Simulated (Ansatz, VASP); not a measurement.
One calculation of MgSnN, two programs

INCAR

```
PREC = Accurate
ENCUT = 600
EDIFF = 1E-6
ISMEAR = 0
SIGMA = 0.1
LREAL = False
LASPH = True
NELM = 60
ALGO = Normal
ISIF = 3
LWAVE = False
LCHARG = False
GGA = PE
IBRION = 2
NSW = 100
EDIFFG = -0.01
```

The input KPOINTS:

```
Automatic mesh
0
Gamma
  14 14 10
```

The input POSCAR:

```
MgSnN
1.0
    3.1267151960      0.0000000000      0.0000000000
    0.0000000000      3.1267151960      0.0000000000
    0.0000000000      0.0000000000      4.7642892318
Mg Sn N
1 1 1
Direct
    0.0000000000      0.0000000000      0.0000000000
    0.5000000000      0.5000000000      0.5000000000
    0.5000000000      0.5000000000      0.0000000000
```

Input for Ansatz:

```yaml
crystal:
  lattice:
    - [3.126715196, 0.0, 0.0]
    - [0.0, 3.126715196, 0.0]
    - [0.0, 0.0, 4.7642892318]
  atoms:
    - { symbol: Mg, position: [0.0, 0.0, 0.0] }
    - { symbol: Sn, position: [0.5, 0.5, 0.5] }
    - { symbol: "N", position: [0.5, 0.5, 0.0] }
basis:
  ecutwfc: 420
kpoints:
  mp_grid: { grid: [14, 14, 10] }
hamiltonian:
  xc: pbe
scf:
  occupations: { method: gaussian, width: 0.1 }
output:
  forces: true
  stress: true
  eigenvalues: true
relax:
  adjacent_minimum: "off"
  f_tol: 0.01
  max_steps: 80
  cell: { stress_tol: 0.05 }
```

Change from the starting cell: species swapped into the TmCoC type (Pmmm, No. 47).

Alike in both runs: task relaxation of cell and atoms; functional PBE; k mesh 14 × 14 × 10; occupations gaussian, width 0.1 eV; no spin polarisation.

|  | VASP | Ansatz |
| --- | --- | --- |
| version | VASP 6.6.1 | Ansatz 0.2.0 |
| potentials or method | VASP PAW PBE potentials, release 64 (Mg, Sn_d, N), cutoff 600 eV | scalar-relativistic, plane waves, PAW |
| valence electrons in the cell | 21 | 29 |

```csv
,VASP,Ansatz,Ansatz less VASP
"gap on the k mesh at the Fermi level, each at its own relaxed structure (eV)",none,none,-
relaxed volume (Å³/atom),15.50,15.53,+0.033
relaxed cell length with the largest relative difference (Å),3.115,3.118,+0.0039
```

A gap of «none» marks a metal or a gap that the smearing closes. VASP's potentials hold 21 valence electrons a cell and Ansatz's 29, so a difference there can come from the potentials and not from the codes.
